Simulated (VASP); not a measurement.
Wanted: the native input for a VASP 6.6.1 run.

```yaml
Task: single point
Functional: LDA
Potentials_or_basis: VASP PAW LDA potentials, release 64 (Sr_sv)
Cutoff: 500 eV
k_mesh: 9 × 9 × 9
Occupations: methfessel-paxton, width 0.1 eV
Spin: no spin polarisation
Dipole_correction: no
Further_INCAR_settings: ALGO = Normal; EDIFF = 1e-06; NBANDS = 11
```

The structure of Sr lies in POSCAR:

```
Sr
1.0
    0.0000000000      2.9028949114      2.9028949114
    2.9028949114      0.0000000000      2.9028949114
    2.9028949114      2.9028949114      0.0000000000
Sr
1
Direct
    0.0000000000      0.0000000000      0.0000000000
```

One way to write it, as run:

INCAR

```
SYSTEM = Sr
  PREC = Accurate
  ENCUT = 500
  EDIFF = 1E-6
  ISMEAR = 1
  SIGMA = 0.1
  LREAL = .False.
  LASPH = .True.
  NELM = 120
  ALGO = Normal
  ISIF = 2
  LWAVE = .False.
  LCHARG = .False.
  NBANDS = 11
  GGA_COMPAT = .False.
```

KPOINTS

```
Automatic mesh
0
Gamma
  9 9 9
  0 0 0
```

Potentials or basis: VASP PAW LDA potentials, release 64 (Sr_sv).

Run with:

```bash
$ cat potpaw_LDA.64/Sr_sv/POTCAR > POTCAR
$ mpirun -np 1 vasp_std > vasp.out
```

Results of the run:

```
Pressure               : 0.0 GPa
Band gap on the k mesh : 0.18 eV, indirect (least direct gap 0.19 eV)
```

Wall time 23 s on 1 thread of Intel Xeon 8259CL (shared host), peak memory 0.15 GiB.
